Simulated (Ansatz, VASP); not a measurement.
**Ta in VASP and in Ansatz**

File INCAR:

```
PREC = Accurate
ENCUT = 500
EDIFF = 1E-6
ISMEAR = 0
SIGMA = 0.2
LREAL = False
LASPH = True
NELM = 120
ALGO = Normal
ISIF = 2
LWAVE = False
LCHARG = False
NBANDS = 12
GGA_COMPAT = False
```

Contents of KPOINTS:

```
Automatic mesh
0
Gamma
  20 20 20
```

POSCAR

```
Ta
1.0
   -1.7090748000      1.5934852000      1.6512800000
    1.7090748000     -1.5934852000      1.6512800000
    1.7090748000      1.5934852000     -1.6512800000
Ta
1
Direct
    0.0000000000      0.0000000000      0.0000000000
```

Input for Ansatz:

```yaml
crystal:
  lattice:
    - [-1.7090748, 1.5934852, 1.65128]
    - [1.7090748, -1.5934852, 1.65128]
    - [1.7090748, 1.5934852, -1.65128]
  atoms:
    - { symbol: Ta, position: [0.0, 0.0, 0.0] }
basis:
  ecutwfc: 420
kpoints:
  mp_grid: { grid: [20, 20, 20] }
hamiltonian:
  xc: lda
scf:
  occupations: { method: gaussian, width: 0.2 }
output:
  forces: true
  stress: true
  eigenvalues: true
```

Change from the starting cell: strain +0.0350 x Voigt [1, -1, 0, 0, 0, 0], atoms carried along.

Alike in both runs: task single point; functional LDA; k mesh 20 × 20 × 20; occupations gaussian, width 0.2 eV; no spin polarisation.

|  | VASP | Ansatz |
| --- | --- | --- |
| version | VASP 6.6.1 | Ansatz 0.2.0 |
| potentials or method | VASP PAW LDA potentials, release 64 (Ta_pv), cutoff 500 eV | scalar-relativistic, plane waves, PAW |
| valence electrons in the cell | 11 | 13 |

|  | VASP | Ansatz | Ansatz less VASP |
| --- | --- | --- | --- |
| gap on the k mesh at the Fermi level (eV) | none | none | - |
| pressure (GPa) | -7.6 | -8.4 | -0.72 |
| traceless stress, the component that is largest in VASP (GPa) | -3.67 | -3.65 | +0.019 |

LDA's correlation is that of Perdew and Zunger in VASP and of Perdew and Wang (1992) in Ansatz. A gap of «none» marks a metal or a gap that the smearing closes. VASP's potentials hold 11 valence electrons a cell and Ansatz's 13, so a difference there can come from the potentials and not from the codes.

Neither program's run includes spin-orbit coupling.
